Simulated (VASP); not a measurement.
Crystal: CdW2.

```
Cd W
1.0
     4.39561    0.00000    0.00000
    -2.19781    3.80671    0.00000
     0.00000    0.00000    3.09172
Cd W
1 2
Cartesian
  0.0000 0.0000 0.0000
  0.0000 2.5378 1.5459
  2.1978 1.2689 1.5459
```

- Program: VASP 6.6.1
- Task: relaxation of cell and atoms
- Functional: PBE
- Potentials or basis: VASP PAW PBE potentials, release 64 (Cd, W_sv)
- Cutoff: 600 eV
- k mesh: 6 × 6 × 6
- Occupations: gaussian, width 0.1 eV
- Spin: no spin polarisation

At the start: pressure 11.6 GPa; volume 17.24 Å³/atom.

Where does the relaxation end?

Over 10 steps the energy falls by 282.3 meV/atom and the volume is 17.58 Å³/atom (+1.9 %); space group P6/mmm (No. 191, to 0.1 Å) before and after.

Step by step:
```tsv
step	energy change (eV)	largest force (eV/Å)	pressure (GPa)	volume (Å³)
1	0.0000	0.0000	11.56	51.73
2	-0.1903	0.0000	-20.41	61.19
3	-0.4130	0.0000	-10.28	57.02
4	-0.6541	0.0000	-2.36	53.64
5	-0.7876	0.0000	-7.07	54.83
6	-0.7872	0.0000	-7.69	55.04
7	-0.7087	0.0000	14.02	49.63
8	-0.8466	0.0000	-0.22	52.81
9	-0.8467	0.0000	-0.04	52.76
10	-0.8468	0.0000	0.03	52.74
```

Final structure:
```
Cd W
1.0
     4.71054    0.00000    0.00000
    -2.35527    4.07945    0.00000
     0.00000    0.00000    2.74438
Cd W
1 2
Direct
  0.00000 0.00000 0.00000
  0.33333 0.66667 0.50000
  0.66667 0.33333 0.50000
```
